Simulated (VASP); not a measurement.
# Cd4Sn (P-43m) in VASP: further runs

The runs below take Cd4Sn through single point, relaxation of cell and atoms, with PBE.

Program: VASP 6.6.1. These are calculated values, not measurements. Logs are shortened: lines on timing, memory, paths and dates and some standing lists are left out, and cuts for length are marked.

## Step 1: The cell of the first run

The structure is cubic, space group P-43m (No. 215). Conventional cell: a = 5.314 Å, b = 5.314 Å, c = 5.314 Å, α = 90.00°, β = 90.00°, γ = 90.00°. Within 3.7 Å of Sn (site symmetry -43m) lie 4 Cd at 2.78 Å. Within 3.7 Å of Cd (site symmetry 3m) lie 1 Sn at 2.78 Å and 3 Cd at 2.98 Å.

## Step 2: Single point, PBE

INCAR reads:

```
SYSTEM = Cd4Sn
  PREC = Accurate
  ENCUT = 520
  EDIFF = 1E-7
  ISMEAR = -1
  SIGMA = 0.1
  LREAL = .False.
  LASPH = .True.
  NELM = 60
  ALGO = Normal
  ISIF = 2
  LWAVE = .False.
  LCHARG = .False.
  GGA = PE
  NBANDS = 39
```

KPOINTS reads:

```
regular mesh
0
Gamma
  4 4 4
  0 0 0
```

POSCAR reads:

```
Cd4Sn
1.0
    5.3140588898      0.0000000000      0.0000000000
    0.0000000000      5.3140588898      0.0000000000
    0.0000000000      0.0000000000      5.3140588898
Sn Cd
1 4
Direct
    0.0000000000      0.0000000000      0.0000000000
    0.3015152291      0.3015152291      0.3015152291
    0.6984847709      0.6984847709      0.3015152291
    0.3015152291      0.6984847709      0.6984847709
    0.6984847709      0.3015152291      0.6984847709
```

Potentials or basis: VASP PAW PBE potentials, release 64 (Sn_d, Cd).

Launch:

```sh
> cat potpaw_PBE.64/Sn_d/POTCAR potpaw_PBE.64/Cd/POTCAR > POTCAR
> mpirun -np 1 vasp_std > vasp.out
```

OUTCAR:

```text
SYSTEM = Cd4Sn
   PREC = Accurate
   ENCUT = 520
   EDIFF = 1E-7
   ISMEAR = -1
   LREAL = .False.
   LASPH = .True.
   NELM = 60
   ISIF = 2
   GGA = PE

 ion  position               nearest neighbor table
   1  0.000  0.000  0.000-   2 2.78   3 2.78   4 2.78   5 2.78
   2  0.302  0.302  0.302-   1 2.78   3 2.98   4 2.98   5 2.98
   3  0.698  0.698  0.302-   1 2.78   2 2.98   4 2.98   5 2.98
   4  0.302  0.698  0.698-   1 2.78   2 2.98   3 2.98   5 2.98
   5  0.698  0.302  0.698-   1 2.78   2 2.98   3 2.98   4 2.98

  LATTYP: Found a simple cubic cell.
 ALAT       =     5.3140588898

  Lattice vectors:

 A1 = (   5.3140588898,   0.0000000000,   0.0000000000)
 A2 = (   0.0000000000,   5.3140588898,   0.0000000000)
 A3 = (   0.0000000000,   0.0000000000,   5.3140588898)

Analysis of symmetry for initial positions (statically):
=====================================================================
 Subroutine PRICEL returns:
 Original cell was already a primitive cell.

 Routine SETGRP: Setting up the symmetry group for a
 simple cubic supercell.

 Subroutine GETGRP returns: Found 24 space group operations
 (whereof 24 operations were pure point group operations)
 out of a pool of 48 trial point group operations.

The static configuration has the point symmetry T_d .

Analysis of symmetry for dynamics (positions and initial velocities):
=====================================================================
 Subroutine PRICEL returns:
 Original cell was already a primitive cell.

 Routine SETGRP: Setting up the symmetry group for a
 simple cubic supercell.

 Subroutine GETGRP returns: Found 24 space group operations
 (whereof 24 operations were pure point group operations)
 out of a pool of 48 trial point group operations.

The dynamic configuration has the point symmetry T_d .

 Subroutine INISYM returns: Found 24 space group operations
 (whereof 24 operations are pure point group operations),
 and found     1 'primitive' translations

----------------------------------------------------------------------------------------

                                     Primitive cell

  volume of cell :     150.0649

[... 75 lines left out ...]
   LSORBIT =      F    spin-orbit coupling
   LASPH  =      T    aspherical Exc in radial PAW
   ENCUT  =  520.0 eV  38.22 Ry    6.18 a.u.   9.88  9.88  9.88*2*pi/ulx,y,z
   NELM   =     60;   NELMIN=  2; NELMDL= -5     # of ELM steps
   EDIFF  = 0.1E-06   stopping-criterion for ELM
   LREAL  =      F    real-space projection
   EDIFFG = 0.1E-05   stopping-criterion for IOM
   NSW    =      0    number of steps for IOM
   IBRION =     -1    ionic relax: 0-MD 1-quasi-New 2-CG
   NFREE  =      0    steps in history (QN), initial steepest desc. (CG)
   ISIF   =      2    stress and relaxation
   ISYM   =      2    0-nonsym 1-usesym 2-fastsym
   POTIM  = 0.5000    time-step for ionic-motion
   TEBEG  =    0.0;   TEEND  =   0.0 temperature during run
   PSTRESS=    0.0 pullay stress
   NELECT =      62.0000    total number of electrons
   NUPDOWN=      -1.0000    fix difference up-down
   EMIN   =  10.00;   EMAX   =-10.00  energy-range for DOS
   EFERMI =   0.00;   METHOD = LEGACY
   ISMEAR =    -1;   SIGMA  =   0.10  broadening in eV -4-tet -1-fermi 0-gaus
   EFERMI_NEDOS =   21; number of points for ismear=-14 and -15
   IALGO  =     38    algorithm
   IMIX   =      4    mixing-type and parameters
     AMIX     =   0.40;   BMIX     =  1.00
     AMIX_MAG =   1.60;   BMIX_MAG =  1.00
  volume/ion in A,a.u.               =      30.01       202.54
  Fermi-wavevector in a.u.,A,eV,Ry     =   1.219305  2.304152 20.227846  1.486705
  Thomas-Fermi vector in A             =   2.354562
   LORBIT       =      0    0 simple, 1 ext, 2 COOP (PROOUT), +10 PAW based schemes
   GGA     = PE    functional components
   LHFCALC =     F    Hartree Fock is set to
   AEXX    =    0.0000 exact exchange contribution
   IVDW    =     0    specifies the selected vdW correction
   LEPSILON=     F    determine dielectric tensor
   LRPA    =     F    only Hartree local field effects (RPA)
 non-spin polarized calculation
  energy-cutoff  :      520.00
  volume of cell :      150.06
 maximum number of plane-waves:      4076
 NGX is ok and might be reduce to    40
   NGX = 19   NGY = 19   NGZ = 19

 number of electron      62.0000028 magnetization

 Free energy of the ion-electron system (eV)
  ---------------------------------------------------
  ext. energy  EPLUGINS =         0.00000000
  ---------------------------------------------------
  free energy    TOTEN  =        -5.98899782 eV

  energy without entropy =       -5.92245101  energy(sigma->0) =       -5.95572441

 E-fermi :   2.1147     XC(G=0):  -9.3576

 val. band max:        2.0643929263   @ k =   0.0000   0.0000   0.0000
 cond. band min:       2.1915417383   @ k =   0.2500   0.2500   0.2500
 fundamental gap:      0.1271488120
 Fermi energy:         2.1146681904

 k-point     1 :       0.0000    0.0000    0.0000
  band No.  band energies     occupation
      1     -19.1298      2.00000
      2     -19.1298      2.00000
      3     -19.1298      2.00000
      4     -19.1018      2.00000
      5     -19.1018      2.00000
      6      -7.6962      2.00000
[... 409 lines left out ...]
     38       9.2699      0.00000
     39       9.2699      0.00000

------------------------ aborting loop because EDIFF is reached ----------------------------------------

  FORCE on cell =-STRESS in cart. coord.  units (eV):
  Direction    XX          YY          ZZ          XY          YZ          ZX
  --------------------------------------------------------------------------------------
  -------------------------------------------------------------------------------------
  Total        0.1359387      0.1359387      0.1359387     -0.0000000     -0.0000000     -0.0000000
  in kB        1.4513582      1.4513582      1.4513582     -0.0000000     -0.0000000     -0.0000000
  external PRESSURE =       1.4513582 kB  Pullay stress =       0.0000000 kB

 VOLUME and BASIS-vectors are now :
 -----------------------------------------------------------------------------
  energy-cutoff  :      520.00
  volume of cell :      150.06
      direct lattice vectors                 reciprocal lattice vectors
     5.314058890  0.000000000  0.000000000     0.188180075  0.000000000  0.000000000
     0.000000000  5.314058890  0.000000000     0.000000000  0.188180075  0.000000000
     0.000000000  0.000000000  5.314058890     0.000000000  0.000000000  0.188180075

 POSITION                                       TOTAL-FORCE (eV/Angst)
 -----------------------------------------------------------------------------------
      0.00000      0.00000      0.00000         0.000000     -0.000000      0.000000
      1.60227      1.60227      1.60227        -0.007352     -0.007352     -0.007352
      3.71179      3.71179      1.60227         0.007352      0.007352     -0.007352
      1.60227      3.71179      3.71179        -0.007352      0.007352      0.007352
      3.71179      1.60227      3.71179         0.007352     -0.007352      0.007352
 -----------------------------------------------------------------------------------
    total drift:                                0.000000      0.000000      0.000000

  FREE ENERGIE OF THE ION-ELECTRON SYSTEM (eV)
  ---------------------------------------------------
  free  energy   TOTEN  =        -5.9889978161 eV

  energy  without entropy=       -5.9224510118  energy(sigma->0) =       -5.95572441
```

It took 58 s on 1 thread of Intel Xeon 6975P-C, shared host; peak memory 0.25 GiB.

What came out:

* Free energy: -5.9890 eV
* Pressure: 0.1 GPa
* Largest force: 0.013 eV/Å
* Band gap on the k mesh: zero (band 31 reaches 3.30 eV, above the bottom of band 32 at 0.21 eV)

Forces on the atoms (eV/Å):
```
Sn   0.000  0.000  0.000
Cd  -0.007 -0.007 -0.007
Cd   0.007  0.007 -0.007
Cd  -0.007  0.007  0.007
Cd   0.007 -0.007  0.007
```

Caveat: spin-orbit coupling is left out, which moves the levels of the heavy elements.

## Step 3: Relaxation of cell and atoms, PBE

This run uses another cell than the first one, of 29.15 Å³/atom, 0.971 times its volume.

INCAR reads:

```
SYSTEM = Cd4Sn
PREC = Accurate
ENCUT = 600
EDIFF = 1E-7
ISMEAR = -1
SIGMA = 0.1
LREAL = .FALSE.
LASPH = .TRUE.
NELM = 60
ALGO = Normal
ISIF = 3
LWAVE = .FALSE.
LCHARG = .FALSE.
GGA = PE
IBRION = 2
NSW = 60
EDIFFG = -0.01
```

KPOINTS reads:

```
Automatic mesh
0
G
  4 4 4
  0 0 0
```

POSCAR reads:

```
Cd4Sn
1.0
    5.2625220000      0.0000000000      0.0000000000
    0.0000000000      5.2625220000      0.0000000000
    0.0000000000      0.0000000000      5.2625220000
Sn Cd
1 4
Direct
    0.0000000000      0.0000000000      0.0000000000
    0.2500000000      0.2500000000      0.2500000000
    0.7500000000      0.7500000000      0.2500000000
    0.2500000000      0.7500000000      0.7500000000
    0.7500000000      0.2500000000      0.7500000000
```

Potentials or basis: VASP PAW PBE potentials, release 64 (Sn_d, Cd).

Launch:

```sh
> cat potpaw_PBE.64/Sn_d/POTCAR potpaw_PBE.64/Cd/POTCAR > POTCAR
> mpirun -np 1 vasp_std > vasp.out
```

Run time: 16 min. Hardware: 1 thread of Intel Xeon 6975P-C, shared host; peak memory 0.3 GiB.

Results (log left out):

```yaml
Free_energy: -5.9860 eV
Relaxed_volume: 30.12 Å³/atom
Relaxed_cell: a = 5.320 Å, b = 5.320 Å, c = 5.320 Å, α = 90.00°, β = 90.00°, γ = 90.00°
Space_group_after_relaxing_to_0.05_Å: P-43m (No. 215)
Energy_gained_by_relaxing: 1155.1 meV/atom
Ionic_steps: 16
Pressure_after_relaxing: 0.0 GPa
Band_gap_on_the_k_mesh: zero (band 31 reaches 3.27 eV, above the bottom of band 32 at 0.20 eV)
```

Step by step:
| step | energy change (eV) | largest force (eV/Å) | pressure (GPa) | volume (Å³) |
| --- | --- | --- | --- | --- |
| 1 | 0.0000 | 7.2604 | 18.48 | 145.74 |
| 2 | -4.3392 | 0.1575 | -3.31 | 228.78 |
| 3 | -4.6904 | 0.9033 | -2.02 | 196.17 |
| 4 | -4.9989 | 0.9147 | -1.98 | 184.67 |
| 5 | -5.6994 | 0.5971 | -0.12 | 152.91 |
| 6 | 1.4451 | 11.7838 | 50.52 | 100.73 |
| 7 | -5.5998 | 0.9401 | 0.51 | 151.26 |
| 8 | -5.1198 | 0.8391 | 9.21 | 124.29 |
| 9 | -5.6337 | 0.8619 | 1.46 | 145.69 |
| 10 | -5.6432 | 0.6293 | 2.66 | 139.96 |
| 11 | -5.6518 | 0.7639 | 2.07 | 142.14 |
| 12 | -5.7160 | 0.0767 | 2.12 | 141.09 |
| 13 | -5.7751 | 0.0417 | 0.03 | 150.41 |
| 14 | -5.7751 | 0.0421 | 0.03 | 150.45 |
| 15 | -5.7754 | 0.0144 | 0.01 | 150.55 |
| 16 | -5.7754 | 0.0022 | 0.00 | 150.60 |

Final structure:
```
CELL_PARAMETERS angstrom
5.32042 0.00000 0.00000
0.00000 5.32042 0.00000
0.00000 0.00000 5.32042
ATOMIC_POSITIONS crystal
Sn 0.00000 0.00000 0.00000
Cd 0.30141 0.30141 0.30141
Cd 0.69859 0.69859 0.30141
Cd 0.30141 0.69859 0.69859
Cd 0.69859 0.30141 0.69859
```

Levels at points of the mesh, in eV from the Fermi level:
```csv
k point,band 28,band 29,band 30,band 31,band 32,band 33,band 34,band 35
"(0.00, 0.00, 0.00)",-1.89,-1.89,-1.89,-0.04,-0.04,2.18,2.18,2.18
"(0.50, 0.00, 0.00)",-1.59,-1.53,-1.53,-1.17,1.06,1.08,1.08,2.25
"(0.50, 0.50, 0.00)",-3.97,-3.97,-0.60,1.18,1.36,1.36,1.48,1.87
"(0.50, 0.50, 0.50)",-2.89,-2.89,-2.89,-1.89,-1.89,-1.89,5.83,5.83
```

Caveat: spin-orbit coupling is left out, which moves the levels of the heavy elements.
